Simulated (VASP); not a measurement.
# H11NO4 in VASP: single point with r2SCAN+D3(BJ)

Aim: the single point of H11NO4 with r2SCAN+D3(BJ).

All numbers are computed with VASP 6.6.1; they aren't measurements. Logs are shortened: lines on timing, memory, paths and dates and some standing lists are left out, and cuts for length are marked.

## 1. The cell of the first run

The cell holds a disordered packing, 16 atoms: a = 5.231 Å, b = 5.231 Å, c = 5.231 Å, α = 90.00°, β = 90.00°, γ = 90.00°.

## 2. Single point, r2SCAN+D3(BJ)

The input, POSCAR:

```
H11NO4
1.0
    5.2305400000      0.0000000000      0.0000000000
    0.0000000000      5.2305400000      0.0000000000
    0.0000000000      0.0000000000      5.2305400000
O H N
4 11 1
Direct
    0.0881553339      0.8060544418      0.7771664111
    0.3163918066      0.4448680251      0.1027236194
    0.9561345482      0.1661969892      0.4048339177
    0.6067633552      0.5648556363      0.5439208954
    0.0834330681      0.6594347811      0.8888374814
   -0.0328837940      0.9156224787      0.8579993653
    0.4377750672      0.4873875355      0.2463607964
    0.1925040244      0.3466372497      0.2137446612
    0.8476753834      0.1055340366      0.2640836319
    1.0569463191      0.0221200870      0.4706779797
    0.7408221713      0.4356529154      0.5701514566
    0.4737369373      0.5410913596      0.6701411327
    0.5290084771      0.8637540292      1.0992746447
    0.5152049310      1.1224844853      0.9435928222
    0.6531830366      0.8949553966      0.8293789934
    0.6408133768      0.9859402662      0.9989599544
```

The input, INCAR.step1:

```
PREC     = Accurate       # precision mode
ENCUT    = 1100           # plane-wave cutoff, eV
ISMEAR   = -1             # smearing method
SIGMA    = 0.02           # smearing width, eV
LREAL    = Auto         
LASPH    = T              # aspherical terms in the spheres
NELM     = 120            # most SCF steps
NBANDS   = 34             # bands
GGA      = PE             # functional
ALGO     = Normal         # electronic algorithm
EDIFF    = 1E-5           # SCF threshold, eV
LWAVE    = T              # write WAVECAR
LCHARG   = F              # write CHGCAR
GGA_COMPAT= F
```

The input, INCAR.step2:

```
PREC     = Accurate       # precision mode
ENCUT    = 1100           # plane-wave cutoff, eV
EDIFF    = 1E-6           # SCF threshold, eV
ISMEAR   = -1             # smearing method
SIGMA    = 0.02           # smearing width, eV
LREAL    = Auto         
LASPH    = T              # aspherical terms in the spheres
NELM     = 120            # most SCF steps
ALGO     = Normal         # electronic algorithm
ISIF     = 2              # what is computed and relaxed
LWAVE    = F              # write WAVECAR
LCHARG   = T              # write CHGCAR
METAGGA  = R2SCAN         # meta-GGA
LMIXTAU  = T            
IVDW     = 12             # dispersion correction
VDW_S6   = 1.0          
VDW_S8   = 0.78981345   
VDW_A1   = 0.49484001   
VDW_A2   = 5.73083694   
LELF     = T              # ELF
LVHAR    = T            
NBANDS   = 34             # bands
ISTART   = 1            
GGA_COMPAT= F
```

The input, KPOINTS:

```
regular mesh
0
Gamma
  1 1 1
```

Potentials or basis: VASP PAW PBE potentials, release 64 (O_h, H_h, N_h).

Run with:

```console
> cat potpaw_PBE.64/O_h/POTCAR potpaw_PBE.64/H_h/POTCAR potpaw_PBE.64/N_h/POTCAR > POTCAR
> cp INCAR.step1 INCAR
> mpirun -np 1 vasp_gam > vasp.out
> cp INCAR.step2 INCAR
> mpirun -np 1 vasp_gam > vasp.out
```

OUTCAR:

```text
PREC = Accurate
   ENCUT = 1100
   EDIFF = 1E-6
   ISMEAR = -1
   LREAL = Auto
   LASPH = T
   NELM = 120
   ISIF = 2
   METAGGA = R2SCAN
   IVDW = 12
   ISTART = 1
 IVDW          = 12

 ion  position               nearest neighbor table
   1  0.088  0.806  0.777-   6 0.95   5 0.96
   2  0.316  0.445  0.103-   7 1.01   8 1.01
   3  0.956  0.166  0.405-   9 0.98  10 0.98
   4  0.607  0.565  0.544-  12 0.97  11 0.98
   5  0.083  0.659  0.889-   1 0.96
   6  0.967  0.916  0.858-   1 0.95
   7  0.438  0.487  0.246-   2 1.01
   8  0.193  0.347  0.214-   2 1.01
   9  0.848  0.106  0.264-   3 0.98
  10  0.057  0.022  0.471-   3 0.98
  11  0.741  0.436  0.570-   4 0.98
  12  0.474  0.541  0.670-   4 0.97
  13  0.529  0.864  0.099-  16 1.01
  14  0.515  0.122  0.944-  16 1.01
  15  0.653  0.895  0.829-  16 1.01
  16  0.641  0.986  0.999-  15 1.01  14 1.01  13 1.01

  LATTYP: Found a simple cubic cell.
 ALAT       =     5.2305400000

  Lattice vectors:

 A1 = (   5.2305400000,   0.0000000000,   0.0000000000)
 A2 = (   0.0000000000,   5.2305400000,   0.0000000000)
 A3 = (   0.0000000000,   0.0000000000,   5.2305400000)

Analysis of symmetry for initial positions (statically):
=====================================================================
 Subroutine PRICEL returns:
 Original cell was already a primitive cell.

 Routine SETGRP: Setting up the symmetry group for a
 simple cubic supercell.

 Subroutine GETGRP returns: Found  1 space group operations
 (whereof  1 operations were pure point group operations)
 out of a pool of 48 trial point group operations.

The static configuration has the point symmetry C_1 .

Analysis of symmetry for dynamics (positions and initial velocities):
=====================================================================
 Subroutine PRICEL returns:
 Original cell was already a primitive cell.

 Routine SETGRP: Setting up the symmetry group for a
 simple cubic supercell.

 Subroutine GETGRP returns: Found  1 space group operations
 (whereof  1 operations were pure point group operations)
 out of a pool of 48 trial point group operations.

The dynamic configuration has the point symmetry C_1 .

 Subroutine INISYM returns: Found  1 space group operations
 (whereof  1 operations are pure point group operations),
 and found     1 'primitive' translations

----------------------------------------------------------------------------------------

                                     Primitive cell

  volume of cell :     143.1000

  direct lattice vectors                    reciprocal lattice vectors
     5.230540000  0.000000000  0.000000000     0.191184849  0.000000000  0.000000000
     0.000000000  5.230540000  0.000000000     0.000000000  0.191184849  0.000000000
     0.000000000  0.000000000  5.230540000     0.000000000  0.000000000  0.191184849

  length of vectors
     5.230540000  5.230540000  5.230540000     0.191184849  0.191184849  0.191184849

  position of ions in fractional coordinates (direct lattice)
     0.088155334  0.806054442  0.777166411
     0.316391807  0.444868025  0.102723619
     0.956134548  0.166196989  0.404833918
     0.606763355  0.564855636  0.543920895
     0.083433068  0.659434781  0.888837481
     0.967116206  0.915622479  0.857999365
     0.437775067  0.487387535  0.246360796
     0.192504024  0.346637250  0.213744661
     0.847675383  0.105534037  0.264083632
     0.056946319  0.022120087  0.470677980
     0.740822171  0.435652915  0.570151457
     0.473736937  0.541091360  0.670141133
     0.529008477  0.863754029  0.099274645
     0.515204931  0.122484485  0.943592822
     0.653183037  0.894955397  0.829378993
     0.640813377  0.985940266  0.998959954

  ion indices of the primitive-cell ions
   primitive index   ion index
                 1           1
                 2           2
                 3           3
                 4           4
                 5           5
                 6           6
                 7           7
                 8           8
                 9           9
                10          10
                11          11
                12          12
                13          13
                14          14
                15          15
                16          16

----------------------------------------------------------------------------------------

 KPOINTS: regular mesh

Automatic generation of k-mesh.
 Grid dimensions read from file:
 generate k-points for:    1    1    1

 Generating k-lattice:

  Cartesian coordinates                     Fractional coordinates (reciprocal lattice)
     0.191184849  0.000000000  0.000000000     1.000000000  0.000000000  0.000000000
     0.000000000  0.191184849  0.000000000     0.000000000  1.000000000  0.000000000
     0.000000000  0.000000000  0.191184849     0.000000000  0.000000000  1.000000000

  Length of vectors
     0.191184849  0.191184849  0.191184849

  Shift w.r.t. Gamma in fractional coordinates (k-lattice)
     0.000000000  0.000000000  0.000000000

 Subroutine IBZKPT returns following result:
 ===========================================

 Found      1 irreducible k-points:

 Following reciprocal coordinates:
            Coordinates               Weight
  0.000000  0.000000  0.000000      1.000000
   k-points           NKPTS =      1   k-points in BZ     NKDIM =      1   number of bands    NBANDS=     34
   number of dos      NEDOS =    301   number of ions     NIONS =     16
   total plane-waves  NPLWV = 216000
   dimension x,y,z NGX =    60 NGY =   60 NGZ =   60
   dimension x,y,z NGXF=   120 NGYF=  120 NGZF=  120
   ions per type =               4  11   1
   NGX,Y,Z   is equivalent  to a cutoff of  19.07, 19.07, 19.07 a.u.
   NGXF,Y,Z  is equivalent  to a cutoff of  38.14, 38.14, 38.14 a.u.
 SYSTEM =  unknown system
   PREC   = accura    normal or accurate (medium, high low for compatibility)
   ISTART =      1    job   : 0-new  1-cont  2-samecut
   ICHARG =      0    charge: 1-file 2-atom 10-const
   ISPIN  =      1    spin polarized calculation?
   LNONCOLLINEAR =      F non collinear calculations
   LSORBIT =      F    spin-orbit coupling
   LASPH  =      T    aspherical Exc in radial PAW
   ENCUT  = 1100.0 eV  80.85 Ry    8.99 a.u.  14.14 14.14 14.14*2*pi/ulx,y,z
   NELM   =    120;   NELMIN=  2; NELMDL=  0     # of ELM steps
   EDIFF  = 0.1E-05   stopping-criterion for ELM
   LREAL  =      T    real-space projection
   EDIFFG = 0.1E-04   stopping-criterion for IOM
   NSW    =      0    number of steps for IOM
   IBRION =     -1    ionic relax: 0-MD 1-quasi-New 2-CG
   NFREE  =      0    steps in history (QN), initial steepest desc. (CG)
   ISIF   =      2    stress and relaxation
   ISYM   =      2    0-nonsym 1-usesym 2-fastsym
   POTIM  = 0.5000    time-step for ionic-motion
   TEBEG  =    0.0;   TEEND  =   0.0 temperature during run
   PSTRESS=    0.0 pullay stress
   NELECT =      40.0000    total number of electrons
   NUPDOWN=      -1.0000    fix difference up-down
   EMIN   =  10.00;   EMAX   =-10.00  energy-range for DOS
   EFERMI =   0.00;   METHOD = LEGACY
   ISMEAR =    -1;   SIGMA  =   0.02  broadening in eV -4-tet -1-fermi 0-gaus
   EFERMI_NEDOS =   21; number of points for ismear=-14 and -15
   IALGO  =     38    algorithm
   IMIX   =      4    mixing-type and parameters
     AMIX     =   0.40;   BMIX     =  1.00
     AMIX_MAG =   1.60;   BMIX_MAG =  1.00
  volume/ion in A,a.u.               =       8.94        60.36
  Fermi-wavevector in a.u.,A,eV,Ry     =   1.070405  2.022773 15.589117  1.145768
  Thomas-Fermi vector in A             =   2.206114
   LORBIT       =      0    0 simple, 1 ext, 2 COOP (PROOUT), +10 PAW based schemes
   METAGGA = R2SCAN    functional components
   LHFCALC =     F    Hartree Fock is set to
   AEXX    =    0.0000 exact exchange contribution
   IVDW    =    12    specifies the selected vdW correction
   LEPSILON=     F    determine dielectric tensor
   LRPA    =     F    only Hartree local field effects (RPA)
 non-spin polarized calculation
  energy-cutoff  :     1100.00
  volume of cell :      143.10
 maximum number of plane-waves:      5919
 NGX is ok and might be reduce to    60
   NGX = 29   NGY = 29   NGZ = 29

 number of electron      40.0000000 magnetization

 Free energy of the ion-electron system (eV)
  ---------------------------------------------------
  ext. energy  EPLUGINS =         0.00000000
  ---------------------------------------------------
  free energy    TOTEN  =       -83.81184161 eV

  energy without entropy =      -83.81184161  energy(sigma->0) =      -83.81184161

 E-fermi :  -2.8034     XC(G=0):  -7.5052

 val. band max:       -3.3519308036   @ k =   0.0000   0.0000   0.0000
 cond. band min:       1.9149594269   @ k =   0.0000   0.0000   0.0000
 fundamental gap:      5.2668902304
 Fermi energy:        -2.8033708739

 k-point     1 :       0.0000    0.0000    0.0000
  band No.  band energies     occupation
      1     -23.2153      2.00000
      2     -22.8475      2.00000
      3     -22.6637      2.00000
      4     -22.2557      2.00000
      5     -19.2366      2.00000
      6     -10.3079      2.00000
      7     -10.0969      2.00000
      8      -9.5156      2.00000
      9      -8.9866      2.00000
     10      -8.1632      2.00000
     11      -8.0330      2.00000
     12      -6.9578      2.00000
     13      -6.4150      2.00000
     14      -6.1405      2.00000
     15      -5.6484      2.00000
     16      -4.3197      2.00000
     17      -4.2973      2.00000
     18      -3.9793      2.00000
     19      -3.7584      2.00000
     20      -3.3519      2.00000
     21       1.9150      0.00000
     22       5.8288      0.00000
     23       6.5189      0.00000
     24       6.8414      0.00000
     25       7.1546      0.00000
     26       7.5855      0.00000
     27       8.0860      0.00000
     28       8.3741      0.00000
     29       8.6784      0.00000
     30       9.2788      0.00000
     31       9.7744      0.00000
     32      10.1157      0.00000
 [bands above 32 left out]

------------------------ aborting loop because EDIFF is reached ----------------------------------------

 Edisp (eV)   -0.30002

 E8    (eV) :    -0.0430

  FORCE on cell =-STRESS in cart. coord.  units (eV):
  Direction    XX          YY          ZZ          XY          YZ          ZX
  --------------------------------------------------------------------------------------
  -------------------------------------------------------------------------------------
  Total      -0.05413     1.21481    -1.82214    -0.86746     0.87555    -0.45352
  in kB      -0.60604    13.60128   -20.40103    -9.71228     9.80281    -5.07774
  external pressure =       -2.47 kB  Pullay stress =        0.00 kB

 VOLUME and BASIS-vectors are now :
 -----------------------------------------------------------------------------
  energy-cutoff  :     1100.00
  volume of cell :      143.10
      direct lattice vectors                 reciprocal lattice vectors
     5.230540000  0.000000000  0.000000000     0.191184849  0.000000000  0.000000000
     0.000000000  5.230540000  0.000000000     0.000000000  0.191184849  0.000000000
     0.000000000  0.000000000  5.230540000     0.000000000  0.000000000  0.191184849

 POSITION                                       TOTAL-FORCE (eV/Angst)
 -----------------------------------------------------------------------------------
      0.46110      4.21610      4.06500         0.654687     -0.435890     -0.478542
      1.65490      2.32690      0.53730        -0.143321     -0.528035      2.072277
      5.00110      0.86930      2.11750         0.581749      0.141615      0.292953
      3.17370      2.95450      2.84500         0.140823     -0.237135     -0.108809
      0.43640      3.44920      4.64910         0.574071     -0.190187      0.056281
      5.05854      4.78920      4.48780        -0.340083      0.658565      0.345109
      2.28980      2.54930      1.28860        -0.417795      0.023908     -0.953648
      1.00690      1.81310      1.11800         0.359028      0.421441     -0.974898
      4.43380      0.55200      1.38130         0.031727     -0.395072     -0.174518
      0.29786      0.11570      2.46190        -0.699811      0.237469     -0.187796
      3.87490      2.27870      2.98220        -0.538600      0.327964     -0.112117
      2.47790      2.83020      3.50520         0.192285     -0.147964      0.071572
      2.76700      4.51790      0.51926        -0.014585     -0.065134      0.277220
      2.69480      0.64066      4.93550        -0.090989      0.586305      0.624832
      3.41650      4.68110      4.33810         0.204005     -0.651184     -0.466545
      3.35180      5.15700      5.22510        -0.493191      0.253335     -0.283372
 -----------------------------------------------------------------------------------
    total drift:                               -0.005007      0.000314     -0.003034

  FREE ENERGIE OF THE ION-ELECTRON SYSTEM (eV)
  ---------------------------------------------------
  free  energy   TOTEN  =       -84.1118643209 eV

  energy  without entropy=      -84.1118643209  energy(sigma->0) =      -84.11186432
```

It took 91 s on 1 thread of Intel Xeon Platinum 8488C (Sapphire Rapids), shared host; peak memory 0.53 GiB.

What came out:

| Quantity | Value |
| --- | --- |
| Free energy | -84.1119 eV |
| Pressure | -0.2 GPa |
| Largest force | 2.143 eV/Å |
| Dispersion energy per atom | -0.019 eV |

Forces on the atoms (eV/Å):
```
O    0.655 -0.436 -0.479
O   -0.143 -0.528  2.072
O    0.582  0.142  0.293
O    0.141 -0.237 -0.109
H    0.574 -0.190  0.056
H   -0.340  0.659  0.345
H   -0.418  0.024 -0.954
H    0.359  0.421 -0.975
H    0.032 -0.395 -0.175
H   -0.700  0.237 -0.188
H   -0.539  0.328 -0.112
H    0.192 -0.148  0.072
H   -0.015 -0.065  0.277
H   -0.091  0.586  0.625
H    0.204 -0.651 -0.467
N   -0.493  0.253 -0.283
```

Levels at points of the mesh, in eV from the Fermi level:
```
           k point  band 16  band 17  band 18  band 19  band 20  band 21  band 22  band 23  band 24  band 25
(0.00, 0.00, 0.00)    -1.52    -1.49    -1.18    -0.96    -0.55     4.72     8.63     9.32     9.64     9.96
```

Caveat: the k points lie up to 1.20 Å⁻¹ apart, too coarse for converged energies, forces and pressures; the PAW data sets were made with another functional, which shifts forces and pressure a little.
